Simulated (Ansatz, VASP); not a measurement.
**Two plane-wave programs on HfN**

File INCAR:

```
PREC     = Accurate       # precision mode
ENCUT    = 520            # plane-wave cutoff, eV
EDIFF    = 1E-6           # SCF threshold, eV
ISMEAR   = 0              # smearing method
SIGMA    = 0.15           # smearing width, eV
LREAL    = False          # projectors in reciprocal space
LASPH    = True           # aspherical terms in the spheres
NELM     = 60             # most SCF steps
ALGO     = Normal         # electronic algorithm
ISIF     = 2              # what is computed and relaxed
LWAVE    = False          # write WAVECAR
LCHARG   = True           # write CHGCAR
GGA      = PS             # functional
LELF     = True           # ELF
LVHAR    = True         
NBANDS   = 14             # bands
```

Contents of KPOINTS:

```
Automatic mesh
0
Gamma
  16 16 16
```

The input POSCAR:

```
HfN
1.0
    0.0000000000      2.5775631000      2.3320809000
    2.5775631000      0.0000000000      2.3320809000
    2.5775631000      2.5775631000      0.0000000000
Hf N
1 1
Direct
    0.0000000000      0.0000000000      0.0000000000
    0.7500000000      0.7500000000      0.7500000000
```

Input for Ansatz:

```yaml
crystal:
  lattice:
    - [0.0, 2.5775631, 2.3320809]
    - [2.5775631, 0.0, 2.3320809]
    - [2.5775631, 2.5775631, 0.0]
  atoms:
    - { symbol: Hf, position: [0.0, 0.0, 0.0] }
    - { symbol: "N", position: [0.75, 0.75, 0.75] }
basis:
  ecutwfc: 420
kpoints:
  mp_grid: { grid: [16, 16, 16] }
hamiltonian:
  xc: pbesol
scf:
  occupations: { method: gaussian, width: 0.15 }
output:
  forces: true
  stress: true
  eigenvalues: true
```

Change from the starting cell: strain +0.050 along x and y, -0.050 along z, atoms carried along.

Alike in both runs: task single point; functional PBEsol; k mesh 16 × 16 × 16; occupations gaussian, width 0.15 eV; no spin polarisation.

```csv
,VASP,Ansatz
version,VASP 6.6.1,Ansatz 0.2.0
potentials or method,"VASP PAW PBE potentials, release 64 (Hf_pv, N), cutoff 520 eV","scalar-relativistic, plane waves, PAW"
valence electrons in the cell,15,31
```

|  | VASP | Ansatz | Ansatz less VASP |
| --- | --- | --- | --- |
| gap on the k mesh at the Fermi level (eV) | none | none | - |
| pressure (GPa) | -14.1 | -13.2 | +0.99 |
| traceless stress, the component that is largest in VASP (GPa) | 8.59 | 8.55 | -0.033 |

VASP's potentials were made for PBE, not for PBEsol. A gap of «none» marks a metal or a gap that the smearing closes. VASP's potentials hold 15 valence electrons a cell and Ansatz's 31, so a difference there can come from the potentials and not from the codes.

Spin-orbit coupling is off throughout.
